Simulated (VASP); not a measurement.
# Br (Fm-3m) in VASP: a series of runs

The runs below take Br through relaxation of cell and atoms, single point, with PBE.

All numbers are computed with VASP 6.6.1; they aren't measurements. Logs are shortened: lines on timing, memory, paths and dates and some standing lists are left out, and cuts for length are marked.

## Step 1: The cell of the first run

The structure is cubic, space group Fm-3m (No. 225). Conventional cell: a = 4.762 Å, b = 4.762 Å, c = 4.762 Å, α = 90.00°, β = 90.00°, γ = 90.00°. Within 4.4 Å of Br (site symmetry m-3m) lie 12 Br at 3.37 Å.

## Step 2: Relaxation of cell and atoms, PBE

File INCAR:

```
PREC = Accurate ; ENCUT = 600
EDIFF = 1E-7 ; ISMEAR = -1
SIGMA = 0.05 ; LREAL = False
LASPH = True ; NELM = 100
ALGO = Normal ; ISIF = 3
LWAVE = False ; LCHARG = False
GGA = PE ; IBRION = 2
NSW = 60 ; EDIFFG = -0.005
```

File KPOINTS:

```
Automatic mesh
0
Gamma
  14 14 14
```

File POSCAR:

```
Br
1.0
    0.0000000000      2.3811015780      2.3811015780
    2.3811015780      0.0000000000      2.3811015780
    2.3811015780      2.3811015780      0.0000000000
Br
1
Direct
    0.0000000000      0.0000000000      0.0000000000
```

Potentials or basis: VASP PAW PBE potentials, release 64 (Br).

The run is started by

```
> cat potpaw_PBE.64/Br/POTCAR > POTCAR
> mpirun -np 1 vasp_std > vasp.out
```

OUTCAR:

```text
PREC = Accurate
   ENCUT = 600
   EDIFF = 1E-7
   ISMEAR = -1
   LREAL = False
   LASPH = True
   NELM = 100
   ISIF = 3
   GGA = PE
   IBRION = 2
   NSW = 60
   EDIFFG = -0.005

 ion  position               nearest neighbor table
   1  0.000  0.000  0.000-

  LATTYP: Found a face centered cubic cell.
 ALAT       =     4.7622031560

  Lattice vectors:

 A1 = (   0.0000000000,   2.3811015780,   2.3811015780)
 A2 = (   2.3811015780,   0.0000000000,   2.3811015780)
 A3 = (   2.3811015780,   2.3811015780,   0.0000000000)

Analysis of symmetry for initial positions (statically):
=====================================================================
 Subroutine PRICEL returns:
 Original cell was already a primitive cell.

 Routine SETGRP: Setting up the symmetry group for a
 face centered cubic supercell.

 Subroutine GETGRP returns: Found 48 space group operations
 (whereof 48 operations were pure point group operations)
 out of a pool of 48 trial point group operations.

The static configuration has the point symmetry O_h .

Analysis of symmetry for dynamics (positions and initial velocities):
=====================================================================
 Subroutine PRICEL returns:
 Original cell was already a primitive cell.

 Routine SETGRP: Setting up the symmetry group for a
 face centered cubic supercell.

 Subroutine GETGRP returns: Found 48 space group operations
 (whereof 48 operations were pure point group operations)
 out of a pool of 48 trial point group operations.

The dynamic configuration has the point symmetry O_h .

 Subroutine INISYM returns: Found 48 space group operations
 (whereof 48 operations are pure point group operations),
 and found     1 'primitive' translations

----------------------------------------------------------------------------------------

                                     Primitive cell

  volume of cell :      27.0000

  direct lattice vectors                    reciprocal lattice vectors
     0.000000000  2.381101578  2.381101578    -0.209986842  0.209986842  0.209986842
     2.381101578  0.000000000  2.381101578     0.209986842 -0.209986842  0.209986842
     2.381101578  2.381101578  0.000000000     0.209986842  0.209986842 -0.209986842

  length of vectors
     3.367386145  3.367386145  3.367386145     0.363707879  0.363707879  0.363707879

  position of ions in fractional coordinates (direct lattice)
     0.000000000  0.000000000  0.000000000

  ion indices of the primitive-cell ions
   primitive index   ion index
                 1           1

----------------------------------------------------------------------------------------

 KPOINTS: Automatic mesh

Automatic generation of k-mesh.
 Grid dimensions read from file:
 generate k-points for:   14   14   14

 Generating k-lattice:

  Cartesian coordinates                     Fractional coordinates (reciprocal lattice)
    -0.014999060  0.014999060  0.014999060     0.071428571  0.000000000  0.000000000
     0.014999060 -0.014999060  0.014999060     0.000000000  0.071428571  0.000000000
     0.014999060  0.014999060 -0.014999060     0.000000000  0.000000000  0.071428571

  Length of vectors
     0.025979134  0.025979134  0.025979134

  Shift w.r.t. Gamma in fractional coordinates (k-lattice)
     0.000000000  0.000000000  0.000000000

 Subroutine IBZKPT returns following result:
 ===========================================

 Found    104 irreducible k-points:

 Following reciprocal coordinates:
            Coordinates               Weight
  0.000000  0.000000  0.000000      1.000000
  0.071429  0.000000  0.000000      8.000000
  0.142857  0.000000  0.000000      8.000000
  0.214286  0.000000  0.000000      8.000000
  0.285714  0.000000  0.000000      8.000000
  0.357143  0.000000  0.000000      8.000000
[... 16 lines left out ...]
  0.214286  0.142857  0.000000     24.000000
  0.285714  0.142857  0.000000     24.000000
 [... further k-points ...]
   k-points           NKPTS =    104   k-points in BZ     NKDIM =    104   number of bands    NBANDS=      7
   number of dos      NEDOS =    301   number of ions     NIONS =      1
   total plane-waves  NPLWV =  21952
   dimension x,y,z NGX =    28 NGY =   28 NGZ =   28
   dimension x,y,z NGXF=    56 NGYF=   56 NGZF=   56
   ions per type =               1
   NGX,Y,Z   is equivalent  to a cutoff of  13.82, 13.82, 13.82 a.u.
   NGXF,Y,Z  is equivalent  to a cutoff of  27.65, 27.65, 27.65 a.u.
 SYSTEM =  unknown system
   PREC   = accura    normal or accurate (medium, high low for compatibility)
   ISTART =      0    job   : 0-new  1-cont  2-samecut
   ICHARG =      2    charge: 1-file 2-atom 10-const
   ISPIN  =      1    spin polarized calculation?
   LNONCOLLINEAR =      F non collinear calculations
   LSORBIT =      F    spin-orbit coupling
   LASPH  =      T    aspherical Exc in radial PAW
   ENCUT  =  600.0 eV  44.10 Ry    6.64 a.u.   6.73  6.73  6.73*2*pi/ulx,y,z
   NELM   =    100;   NELMIN=  2; NELMDL= -5     # of ELM steps
   EDIFF  = 0.1E-06   stopping-criterion for ELM
   LREAL  =      F    real-space projection
   EDIFFG = -.5E-02   stopping-criterion for IOM
   NSW    =     60    number of steps for IOM
   IBRION =      2    ionic relax: 0-MD 1-quasi-New 2-CG
   NFREE  =      1    steps in history (QN), initial steepest desc. (CG)
   ISIF   =      3    stress and relaxation
   ISYM   =      2    0-nonsym 1-usesym 2-fastsym
   POTIM  = 0.5000    time-step for ionic-motion
   TEBEG  =    0.0;   TEEND  =   0.0 temperature during run
   PSTRESS=    0.0 pullay stress
   NELECT =       7.0000    total number of electrons
   NUPDOWN=      -1.0000    fix difference up-down
   EMIN   =  10.00;   EMAX   =-10.00  energy-range for DOS
   EFERMI =   0.00;   METHOD = LEGACY
   ISMEAR =    -1;   SIGMA  =   0.05  broadening in eV -4-tet -1-fermi 0-gaus
   EFERMI_NEDOS =   21; number of points for ismear=-14 and -15
   IALGO  =     38    algorithm
   IMIX   =      4    mixing-type and parameters
     AMIX     =   0.40;   BMIX     =  1.00
     AMIX_MAG =   1.60;   BMIX_MAG =  1.00
  volume/ion in A,a.u.               =      27.00       182.20
  Fermi-wavevector in a.u.,A,eV,Ry     =   1.043886  1.972658 14.826231  1.089697
  Thomas-Fermi vector in A             =   2.178614
   LORBIT       =      0    0 simple, 1 ext, 2 COOP (PROOUT), +10 PAW based schemes
   GGA     = PE    functional components
   LHFCALC =     F    Hartree Fock is set to
   AEXX    =    0.0000 exact exchange contribution
   IVDW    =     0    specifies the selected vdW correction
   LEPSILON=     F    determine dielectric tensor
   LRPA    =     F    only Hartree local field effects (RPA)
 conjugate gradient relaxation of ions
 non-spin polarized calculation
  energy-cutoff  :      600.00
  volume of cell :       27.00
 maximum number of plane-waves:       934
   NGX = 13   NGY = 13   NGZ = 13

--------------------------------------- Ionic step        1  -------------------------------------------

 number of electron       7.0000001 magnetization

 Free energy of the ion-electron system (eV)
  ---------------------------------------------------
  ext. energy  EPLUGINS =         0.00000000
  ---------------------------------------------------
  free energy    TOTEN  =        -0.98364565 eV

  energy without entropy =       -0.96777467  energy(sigma->0) =       -0.97571016

------------------------ aborting loop because EDIFF is reached ----------------------------------------

  FORCE on cell =-STRESS in cart. coord.  units (eV):
  Direction    XX          YY          ZZ          XY          YZ          ZX
  --------------------------------------------------------------------------------------
  -------------------------------------------------------------------------------------
  Total       -0.1024604     -0.1024604     -0.1024604      0.0000000      0.0000000     -0.0000000
  in kB       -6.0799929     -6.0799929     -6.0799929      0.0000000      0.0000000     -0.0000000
  external PRESSURE =      -6.0799929 kB  Pullay stress =       0.0000000 kB
[... 55 lines left out ...]
  energy  without entropy=       -0.9692599236  energy(sigma->0) =       -0.97697675

--------------------------------------- Ionic step        3  -------------------------------------------

 number of electron       7.0000000 magnetization

 Free energy of the ion-electron system (eV)
  ---------------------------------------------------
  ext. energy  EPLUGINS =         0.00000000
  ---------------------------------------------------
  free energy    TOTEN  =        -0.98485352 eV

  energy without entropy =       -0.96965472  energy(sigma->0) =       -0.97725412

 E-fermi :   1.5159     XC(G=0):  -9.3084

 val. band max:        1.4989540001   @ k =   0.5000   0.0714   0.0000
 cond. band min:       1.5218693122   @ k =   0.2143   0.2143   0.0000
 fundamental gap:      0.0229153121
 Fermi energy:         1.5159452422

 k-point     1 :       0.0000    0.0000    0.0000
  band No.  band energies     occupation
      1     -13.7383      2.00000
      2       2.3876      0.00000
      3       2.3876      0.00000
      4       2.3876      0.00000
      5       9.5111      0.00000
      6      14.0698      0.00000
      7      14.0698      0.00000
[... 221 lines left out ...]
 k-point    24 :       0.2857    0.1429    0.0000
  band No.  band energies     occupation
      1     -13.0180      2.00000
      2      -0.5434      2.00000
      3       1.5825      0.41802
      4       1.6096      0.26617
      5      11.1963      0.00000
      6      12.4739      0.00000
      7      13.8689      0.00000

 [... further k-points ...]
[... 5 lines left out ...]
  --------------------------------------------------------------------------------------
  -------------------------------------------------------------------------------------
  Total       -0.0011253     -0.0011253     -0.0011253      0.0000000      0.0000000      0.0000000
  in kB       -0.0683279     -0.0683279     -0.0683279      0.0000000      0.0000000      0.0000000
  external PRESSURE =      -0.0683279 kB  Pullay stress =       0.0000000 kB
[... 16 lines left out ...]
  FREE ENERGIE OF THE ION-ELECTRON SYSTEM (eV)
  ---------------------------------------------------
  free  energy   TOTEN  =        -0.9848535238 eV

  energy  without entropy=       -0.9696547224  energy(sigma->0) =       -0.97725412

 reached required accuracy - stopping structural energy minimisation
```

Wall time 28 s (1 thread of Intel Xeon 6975P-C (Granite Rapids), shared host); peak memory 0.17 GiB.

Results:

* Free energy: -0.9849 eV
* Relaxed volume: 26.39 Å³/atom
* Relaxed cell: a = 3.342 Å, b = 3.342 Å, c = 3.342 Å, α = 60.00°, β = 60.00°, γ = 60.00°
* Space group after relaxing (to 0.05 Å): Fm-3m (No. 225)
* Energy gained by relaxing: 1.2 meV/atom
* Ionic steps: 3
* Pressure after relaxing: 0.0 GPa

Step by step:
| step | energy change (eV) | largest force (eV/Å) | pressure (GPa) | volume (Å³) |
| --- | --- | --- | --- | --- |
| 1 | 0.0000 | 0.0000 | -0.61 | 27.00 |
| 2 | -0.0010 | 0.0000 | -0.23 | 26.60 |
| 3 | -0.0012 | 0.0000 | -0.01 | 26.39 |

Final structure:
```
Br
1.0
     0.00000    2.36293    2.36293
     2.36293    0.00000    2.36293
     2.36293    2.36293    0.00000
Br
1
Direct
  0.00000 0.00000 0.00000
```

Caveat: an odd number of electrons without spin polarisation forces a metal; a magnetic or distorted state may lie lower.

## Step 3: Relaxation of cell and atoms, PBE

File INCAR:

```
SYSTEM = Br
PREC = Accurate
ENCUT = 600
EDIFF = 1E-6
ISMEAR = -5
SIGMA = 0.1
LREAL = .False.
LASPH = .True.
NELM = 100
ALGO = Normal
ISIF = 3
LWAVE = .False.
LCHARG = .False.
GGA = PE
IBRION = 2
NSW = 60
EDIFFG = -0.005
```

File KPOINTS:

```
regular mesh
0
Gamma
  14 14 14
  0 0 0
```

POSCAR is that of step 2.

Potentials or basis: VASP PAW PBE potentials, release 64 (Br).

The run is started by

```
> cat potpaw_PBE.64/Br/POTCAR > POTCAR
> mpirun -np 1 vasp_std > vasp.out
```

Run time: 22 s. Hardware: 1 thread of Intel Xeon 6975P-C (Granite Rapids), shared host; peak memory 0.17 GiB.

The run converged. Its results:

| Property | Result |
| --- | --- |
| Free energy | -0.9778 eV |
| Relaxed volume | 26.30 Å³/atom |
| Relaxed cell | a = 3.338 Å, b = 3.338 Å, c = 3.338 Å, α = 60.00°, β = 60.00°, γ = 60.00° |
| Space group after relaxing (to 0.05 Å) | Fm-3m (No. 225) |
| Energy gained by relaxing | 1.6 meV/atom |
| Ionic steps | 4 |
| Pressure after relaxing | 0.0 GPa |

The path:
```tsv
step	energy change (eV)	largest force (eV/Å)	pressure (GPa)	volume (Å³)
1	0.0000	0.0000	-0.71	27.00
2	-0.0014	0.0000	-0.25	26.53
3	-0.0016	0.0000	-0.03	26.32
4	-0.0016	0.0000	-0.01	26.30
```

Final structure:
```
Br
1.0
     0.00000    2.36021    2.36021
     2.36021    0.00000    2.36021
     2.36021    2.36021    0.00000
Br
1
Direct
  0.00000 0.00000 0.00000
```

Levels at points of the mesh, in eV from the Fermi level:
```csv
k point,band 1,band 2,band 3,band 4,band 5,band 6,band 7
"(0.00, 0.00, 0.00)",-15.26,0.89,0.89,0.89,8.03,12.57,12.57
"(0.50, 0.00, 0.00)",-13.89,-4.50,0.25,0.25,8.39,11.93,11.93
"(0.50, 0.50, 0.00)",-13.42,-4.01,-1.05,-1.05,6.66,7.85,18.62
```

Caveat: an odd number of electrons without spin polarisation forces a metal; a magnetic or distorted state may lie lower; tetrahedron occupations give inexact forces and stress in metals.

## Step 4: Single point, PBE (volume scaled by 0.45)

File INCAR:

```
PREC = Accurate
ENCUT = 500
EDIFF = 1E-6
ISMEAR = -1
SIGMA = 0.05
LREAL = F
LASPH = T
NELM = 120
ALGO = Normal
ISIF = 2
LWAVE = F
LCHARG = F
GGA = PE
NBANDS = 10
GGA_COMPAT = F
```

File KPOINTS:

```
Automatic mesh
0
Gamma
  14 14 14
```

File POSCAR:

```
Br
1.0
    0.0000000000      1.8101779316      1.8101779316
    1.8101779316      0.0000000000      1.8101779316
    1.8101779316      1.8101779316      0.0000000000
Br
1
Direct
    0.0000000000      0.0000000000      0.0000000000
```

The run is started by

```
> cat potpaw_PBE.64/Br/POTCAR > POTCAR
> mpirun -np 1 vasp_std > vasp.out
```

Run time: 21 s. Hardware: 1 thread of Intel Xeon 8259CL, shared host; peak memory 0.13 GiB.

Results (log left out):

```yaml
Free_energy: 2.4768 eV
Pressure: 163.3 GPa
```

Levels at points of the mesh, in eV from the Fermi level:
```
           k point  band 2  band 3  band 4  band 5  band 6  band 7
(0.00, 0.00, 0.00)    3.63    3.63    3.63   12.20   12.20   12.20
(0.50, 0.00, 0.00)  -13.43    1.23    1.23    9.64   10.87   10.87
(0.50, 0.50, 0.00)  -11.99   -3.56   -3.56    3.02    3.27   28.28
```

Caveat: the cell differs from its parent crystal (volume scaled by 0.45); an odd number of electrons without spin polarisation forces a metal; a magnetic or distorted state may lie lower.

## Step 5: Overview

| task | cell | cutoff (eV) | smearing | gap on the mesh (eV) | pressure (GPa) | relaxed volume (Å³/atom) |
| --- | --- | --- | --- | --- | --- | --- |
| relaxation of cell and atoms | relaxed from a = 3.367 Å, angles 60.0°, 1 atom | 600 | fermi-dirac 0.05 eV | none | 0.0 | 26.39 |
| relaxation of cell and atoms | relaxed from a = 3.367 Å, angles 60.0°, 1 atom | 600 | tetrahedron | none | 0.0 | 26.30 |
| single point | a = 2.560 Å, angles 60.0°, 1 atom | 500 | fermi-dirac 0.05 eV | none | 163.3 | - |

Alike in all rows: level PBE; potentials or basis VASP PAW PBE potentials, release 64 (Br); no spin polarisation; k mesh 14 × 14 × 14.

Caveats: an odd number of electrons without spin polarisation forces a metal; a magnetic or distorted state may lie lower; tetrahedron occupations give inexact forces and stress in metals (some runs).

Absolute energies hang on the potentials; compare differences alone.
